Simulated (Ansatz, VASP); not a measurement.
**CuAu3: VASP beside Ansatz**

```
CELL_PARAMETERS angstrom
4.05374 0.00000 0.00000
0.00000 4.05374 0.00000
0.00000 0.00000 4.05374
ATOMIC_POSITIONS crystal
Cu 0.00000 0.00000 0.00000
Au 0.00000 0.50000 0.50000
Au 0.50000 0.00000 0.50000
Au 0.50000 0.50000 0.00000
```

Change from the starting cell: equal strain along all axes, cell held, atoms relaxed: +2.0 %.

Alike in both runs: task single point; functional PBEsol; k mesh 14 × 14 × 14; occupations gaussian, width 0.1 eV; no spin polarisation.

|  | VASP | Ansatz |
| --- | --- | --- |
| version | VASP 6.6.1 | Ansatz 0.2.0 |
| potentials or method | VASP PAW PBE potentials, release 64 (Cu, Au), cutoff 520 eV | scalar-relativistic, plane waves, PAW |
| valence electrons in the cell | 44 | 76 |

|  | VASP | Ansatz | Ansatz less VASP |
| --- | --- | --- | --- |
| gap on the k mesh at the Fermi level (eV) | none | none | - |
| pressure (GPa) | -8.8 | -8.7 | +0.11 |

VASP's potentials were made for PBE, not for PBEsol. A gap of «none» marks a metal or a gap that the smearing closes. VASP's potentials hold 44 valence electrons a cell and Ansatz's 76, so a difference there can come from the potentials and not from the codes.

Neither program's run includes spin-orbit coupling.
